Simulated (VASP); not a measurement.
# Ta2N (eos) (P-3m1) in VASP: relaxation of shape and atoms at fixed volume with LDA

Aim: the relaxation of shape and atoms at fixed volume of Ta2N (eos) with LDA.

All numbers are computed with VASP 6.6.1; they aren't measurements. Logs are shortened: lines on timing, memory, paths and dates and some standing lists are left out, and cuts for length are marked.

**1. The cell of the first run**

It takes space group P-3m1 (No. 164, trigonal). Conventional cell: a = 3.160 Å, b = 3.160 Å, c = 4.899 Å, α = 90.00°, β = 90.00°, γ = 120.00°. Within 2.9 Å of Ta (site symmetry 3m) lie 3 N at 2.19 Å. N (site symmetry -3m) has 6 Ta at 2.19 Å within 2.9 Å.

**2. Relaxation of shape and atoms at fixed volume, LDA (volume scaled by 1.09)**

The input, INCAR:

```
PREC = Accurate
ENCUT = 600
EDIFF = 1E-6
ISMEAR = 0
SIGMA = 0.1
LREAL = F
LASPH = T
NELM = 100
ALGO = Normal
ISIF = 4
LWAVE = F
LCHARG = F
GGA = CA
IBRION = 2
NSW = 50
EDIFFG = -0.01
```

The input, KPOINTS:

```
regular mesh
0
Gamma
  15 15 10
```

The input, POSCAR:

```
Ta2N
1.0
    3.1602071098     -0.0000000030      0.0000000000
   -1.5801035524      2.7368196398      0.0000000000
    0.0000000000      0.0000000000      4.8985155343
Ta N
2 1
Direct
    0.6666666667      0.3333333333      0.7510179244
    0.3333333333      0.6666666667      0.2489820756
    0.0000000000      0.0000000000      0.0000000000
```

Potentials or basis: VASP PAW LDA potentials, release 64 (Ta_pv, N).

Run with:

```sh
$ cat potpaw_LDA.64/Ta_pv/POTCAR potpaw_LDA.64/N/POTCAR > POTCAR
$ mpirun -np 1 vasp_std > vasp.out
```

OUTCAR:

```text
PREC = Accurate
   ENCUT = 600
   EDIFF = 1E-6
   ISMEAR = 0
   LREAL = F
   LASPH = T
   NELM = 100
   ISIF = 4
   GGA = CA
   IBRION = 2
   NSW = 50
   EDIFFG = -0.01

 ion  position               nearest neighbor table
   1  0.667  0.333  0.751-   3 2.19   3 2.19   3 2.19   2 3.05   2 3.05   2 3.05   2 3.06   2 3.06
                             2 3.06
   2  0.333  0.667  0.249-   3 2.19   3 2.19   3 2.19   1 3.05   1 3.05   1 3.05   1 3.06   1 3.06
                             1 3.06
   3  0.000  0.000  0.000-   1 2.19   2 2.19   1 2.19   2 2.19   1 2.19   2 2.19

  LATTYP: Found a hexagonal cell.
 ALAT       =     3.1602071098
 C/A-ratio  =     1.5500615511

  Lattice vectors:

 A1 = (   3.1602071098,  -0.0000000030,   0.0000000000)
 A2 = (  -1.5801035524,   2.7368196398,   0.0000000000)
 A3 = (   0.0000000000,   0.0000000000,   4.8985155343)

Analysis of symmetry for initial positions (statically):
=====================================================================
 Subroutine PRICEL returns:
 Original cell was already a primitive cell.

 Routine SETGRP: Setting up the symmetry group for a
 hexagonal supercell.

 Subroutine GETGRP returns: Found 12 space group operations
 (whereof 12 operations were pure point group operations)
 out of a pool of 24 trial point group operations.

The static configuration has the point symmetry D_3d.

Analysis of symmetry for dynamics (positions and initial velocities):
=====================================================================
 Subroutine PRICEL returns:
 Original cell was already a primitive cell.

 Routine SETGRP: Setting up the symmetry group for a
 hexagonal supercell.

 Subroutine GETGRP returns: Found 12 space group operations
 (whereof 12 operations were pure point group operations)
 out of a pool of 24 trial point group operations.

The dynamic configuration has the point symmetry D_3d.

 Subroutine INISYM returns: Found 12 space group operations
 (whereof 12 operations are pure point group operations),
 and found     1 'primitive' translations

----------------------------------------------------------------------------------------

                                     Primitive cell

  volume of cell :      42.3669

  direct lattice vectors                    reciprocal lattice vectors
     3.160207110 -0.000000003  0.000000000     0.316434957  0.182693807  0.000000000
    -1.580103552  2.736819640  0.000000000     0.000000000  0.365387615  0.000000000
     0.000000000  0.000000000  4.898515534     0.000000000  0.000000000  0.204143478

  length of vectors
     3.160207110  3.160207110  4.898515534     0.365387615  0.365387615  0.204143478

  position of ions in fractional coordinates (direct lattice)
     0.666666667  0.333333333  0.751017924
     0.333333333  0.666666667  0.248982076
     0.000000000  0.000000000  0.000000000

  ion indices of the primitive-cell ions
   primitive index   ion index
                 1           1
                 2           2
                 3           3

----------------------------------------------------------------------------------------

 KPOINTS: regular mesh

Automatic generation of k-mesh.
 Grid dimensions read from file:
 generate k-points for:   15   15   10

 Generating k-lattice:

  Cartesian coordinates                     Fractional coordinates (reciprocal lattice)
     0.021095664  0.012179587  0.000000000     0.066666667  0.000000000  0.000000000
     0.000000000  0.024359174  0.000000000     0.000000000  0.066666667  0.000000000
     0.000000000  0.000000000  0.020414348     0.000000000  0.000000000  0.100000000

  Length of vectors
     0.024359174  0.024359174  0.020414348

  Shift w.r.t. Gamma in fractional coordinates (k-lattice)
     0.000000000  0.000000000  0.000000000

 Subroutine IBZKPT returns following result:
 ===========================================

 Found    238 irreducible k-points:

 Following reciprocal coordinates:
            Coordinates               Weight
  0.000000  0.000000  0.000000      1.000000
  0.066667  0.000000  0.000000      6.000000
  0.133333  0.000000  0.000000      6.000000
  0.200000  0.000000  0.000000      6.000000
  0.266667  0.000000  0.000000      6.000000
  0.333333  0.000000  0.000000      6.000000
[... 16 lines left out ...]
  0.333333  0.200000  0.000000     12.000000
  0.400000  0.200000  0.000000      6.000000
 [... further k-points ...]
   k-points           NKPTS =    238   k-points in BZ     NKDIM =    238   number of bands    NBANDS=     17
   number of dos      NEDOS =    301   number of ions     NIONS =      3
   total plane-waves  NPLWV =  31360
   dimension x,y,z NGX =    28 NGY =   28 NGZ =   40
   dimension x,y,z NGXF=    56 NGYF=   56 NGZF=   80
   ions per type =               2   1
   NGX,Y,Z   is equivalent  to a cutoff of  14.73, 14.73, 13.58 a.u.
   NGXF,Y,Z  is equivalent  to a cutoff of  29.46, 29.46, 27.15 a.u.
 SYSTEM =  unknown system
   PREC   = accura    normal or accurate (medium, high low for compatibility)
   ISTART =      0    job   : 0-new  1-cont  2-samecut
   ICHARG =      2    charge: 1-file 2-atom 10-const
   ISPIN  =      1    spin polarized calculation?
   LNONCOLLINEAR =      F non collinear calculations
   LSORBIT =      F    spin-orbit coupling
   LASPH  =      T    aspherical Exc in radial PAW
   ENCUT  =  600.0 eV  44.10 Ry    6.64 a.u.   6.31  6.31  9.78*2*pi/ulx,y,z
   NELM   =    100;   NELMIN=  2; NELMDL= -5     # of ELM steps
   EDIFF  = 0.1E-05   stopping-criterion for ELM
   LREAL  =      F    real-space projection
   EDIFFG = -.1E-01   stopping-criterion for IOM
   NSW    =     50    number of steps for IOM
   IBRION =      2    ionic relax: 0-MD 1-quasi-New 2-CG
   NFREE  =      1    steps in history (QN), initial steepest desc. (CG)
   ISIF   =      4    stress and relaxation
   ISYM   =      2    0-nonsym 1-usesym 2-fastsym
   POTIM  = 0.5000    time-step for ionic-motion
   TEBEG  =    0.0;   TEEND  =   0.0 temperature during run
   PSTRESS=    0.0 pullay stress
   NELECT =      27.0000    total number of electrons
   NUPDOWN=      -1.0000    fix difference up-down
   EMIN   =  10.00;   EMAX   =-10.00  energy-range for DOS
   EFERMI =   0.00;   METHOD = LEGACY
   ISMEAR =     0;   SIGMA  =   0.10  broadening in eV -4-tet -1-fermi 0-gaus
   EFERMI_NEDOS =   21; number of points for ismear=-14 and -15
   IALGO  =     38    algorithm
   IMIX   =      4    mixing-type and parameters
     AMIX     =   0.40;   BMIX     =  1.00
     AMIX_MAG =   1.60;   BMIX_MAG =  1.00
  volume/ion in A,a.u.               =      14.12        95.30
  Fermi-wavevector in a.u.,A,eV,Ry     =   1.408815  2.662275 27.004301  1.984760
  Thomas-Fermi vector in A             =   2.530934
   LORBIT       =      0    0 simple, 1 ext, 2 COOP (PROOUT), +10 PAW based schemes
   GGA     = CA    functional components
   LHFCALC =     F    Hartree Fock is set to
   AEXX    =    0.0000 exact exchange contribution
   IVDW    =     0    specifies the selected vdW correction
   LEPSILON=     F    determine dielectric tensor
   LRPA    =     F    only Hartree local field effects (RPA)
 conjugate gradient relaxation of ions
 non-spin polarized calculation
 Gauss-broadening in eV      SIGMA  =   0.10
  energy-cutoff  :      600.00
  volume of cell :       42.37
 maximum number of plane-waves:      1435
 NGX is ok and might be reduce to    28
   NGX = 13   NGY = 13   NGZ = 19

--------------------------------------- Ionic step        1  -------------------------------------------

 number of electron      27.0000002 magnetization

 Free energy of the ion-electron system (eV)
  ---------------------------------------------------
  ext. energy  EPLUGINS =         0.00000000
  ---------------------------------------------------
  free energy    TOTEN  =       -37.43624359 eV

  energy without entropy =      -37.43064670  energy(sigma->0) =      -37.43344515

------------------------ aborting loop because EDIFF is reached ----------------------------------------

  FORCE on cell =-STRESS in cart. coord.  units (eV):
  Direction    XX          YY          ZZ          XY          YZ          ZX
  --------------------------------------------------------------------------------------
  -------------------------------------------------------------------------------------
  Total       -5.4161416     -5.4161416     -5.4629918      0.0000000      0.0000000     -0.0000000
  in kB     -204.8209498   -204.8209498   -206.5926736      0.0000000      0.0000000     -0.0000000
  external PRESSURE =    -205.4115244 kB  Pullay stress =       0.0000000 kB

 VOLUME and BASIS-vectors are now :
 -----------------------------------------------------------------------------
  energy-cutoff  :      600.00
  volume of cell :       42.37
      direct lattice vectors                 reciprocal lattice vectors
     3.160207110 -0.000000003  0.000000000     0.316434957  0.182693807  0.000000000
    -1.580103552  2.736819640  0.000000000     0.000000000  0.365387615  0.000000000
     0.000000000  0.000000000  4.898515534     0.000000000  0.000000000  0.204143478
[... 75 lines left out ...]
 POSITION                                       TOTAL-FORCE (eV/Angst)
 -----------------------------------------------------------------------------------
      1.58051      0.91251      3.68515         0.000000     -0.000000     -0.003525
      0.00000      1.82501      1.21086        -0.000000      0.000000      0.003525
     -0.00000      0.00000      0.00000        -0.000000      0.000000      0.000000
 -----------------------------------------------------------------------------------
    total drift:                                0.000000     -0.000000      0.000000

  FREE ENERGIE OF THE ION-ELECTRON SYSTEM (eV)
  ---------------------------------------------------
  free  energy   TOTEN  =       -37.4376228727 eV

  energy  without entropy=      -37.4321071771  energy(sigma->0) =      -37.43486502

--------------------------------------- Ionic step        4  -------------------------------------------

 number of electron      27.0000001 magnetization

 Free energy of the ion-electron system (eV)
  ---------------------------------------------------
  ext. energy  EPLUGINS =         0.00000000
  ---------------------------------------------------
  free energy    TOTEN  =       -37.43768202 eV

  energy without entropy =      -37.43219375  energy(sigma->0) =      -37.43493788

 E-fermi :   6.9490     XC(G=0): -12.8458

 val. band max:        6.9343690798   @ k =   0.2667   0.0667   0.5000
 cond. band min:       6.9513086632   @ k =   0.2000   0.0667   0.4000
 fundamental gap:      0.0169395834
 Fermi energy:         6.9490463723

 k-point     1 :       0.0000    0.0000    0.0000
  band No.  band energies     occupation
      1     -28.5213      2.00000
      2     -27.9020      2.00000
      3     -27.9020      2.00000
      4     -27.7815      2.00000
      5     -27.7815      2.00000
      6     -27.6327      2.00000
[... 9 lines left out ...]
     16       7.1479      0.00492
     17       7.4747      0.00000
[... 441 lines left out ...]
 k-point    24 :       0.4000    0.2000    0.0000
  band No.  band energies     occupation
      1     -28.4107      2.00000
      2     -28.2210      2.00000
      3     -28.1560      2.00000
      4     -28.0657      2.00000
      5     -27.9550      2.00000
      6     -27.8928      2.00000
[... 9 lines left out ...]
     16       9.5571      0.00000
     17      10.3811      0.00000

 [... further k-points ...]
[... 5 lines left out ...]
  --------------------------------------------------------------------------------------
  -------------------------------------------------------------------------------------
  Total       -5.3025328     -5.3025328     -5.3127101      0.0000000     -0.0000000     -0.0000000
  in kB     -200.5246332   -200.5246332   -200.9095051      0.0000000     -0.0000000     -0.0000000
  external PRESSURE =    -200.6529238 kB  Pullay stress =       0.0000000 kB

 VOLUME and BASIS-vectors are now :
 -----------------------------------------------------------------------------
  energy-cutoff  :      600.00
  volume of cell :       42.37
      direct lattice vectors                 reciprocal lattice vectors
     3.162786146 -0.000000003 -0.000000000     0.316176926  0.182544833  0.000000000
    -1.581393070  2.739053150  0.000000000     0.000000000  0.365089666 -0.000000000
    -0.000000000  0.000000000  4.890529982     0.000000000 -0.000000000  0.204476816

 POSITION                                       TOTAL-FORCE (eV/Angst)
 -----------------------------------------------------------------------------------
      1.58139      0.91302      3.68121         0.000000     -0.000000     -0.001293
      0.00000      1.82604      1.20932        -0.000000      0.000000      0.001293
      3.16279     -0.00000      4.89053        -0.000000     -0.000000      0.000000
 -----------------------------------------------------------------------------------
    total drift:                                0.000000     -0.000000      0.000000

  FREE ENERGIE OF THE ION-ELECTRON SYSTEM (eV)
  ---------------------------------------------------
  free  energy   TOTEN  =       -37.4376820221 eV

  energy  without entropy=      -37.4321937472  energy(sigma->0) =      -37.43493788

 reached required accuracy - stopping structural energy minimisation
```

Run time: 3.1 min. Hardware: 1 thread of Intel Xeon 6975P-C (Granite Rapids), shared host; peak memory 0.31 GiB.

Results:

```
Free energy               : -37.4377 eV
Energy gained by relaxing : 0.5 meV/atom
Ionic steps               : 4
Pressure after relaxing   : -20.1 GPa
```

The path:
```csv
step,energy change (eV),largest force (eV/Å),pressure (GPa),volume (Å³)
1,0.0000,0.1663,-20.54,42.37
2,-0.0014,0.0001,-20.08,42.37
3,-0.0014,0.0035,-20.07,42.37
4,-0.0014,0.0013,-20.07,42.37
```

Final structure:
```
Ta N
1.0
     3.16279    0.00000    0.00000
    -1.58139    2.73905    0.00000
     0.00000    0.00000    4.89053
Ta N
2 1
Direct
  0.66667 0.33333 0.75272
  0.33333 0.66667 0.24728
  0.00000 0.00000 0.00000
```

Caveat: the cell differs from its parent crystal (volume scaled by 1.09); spin-orbit coupling is left out, which moves the levels of the heavy elements.
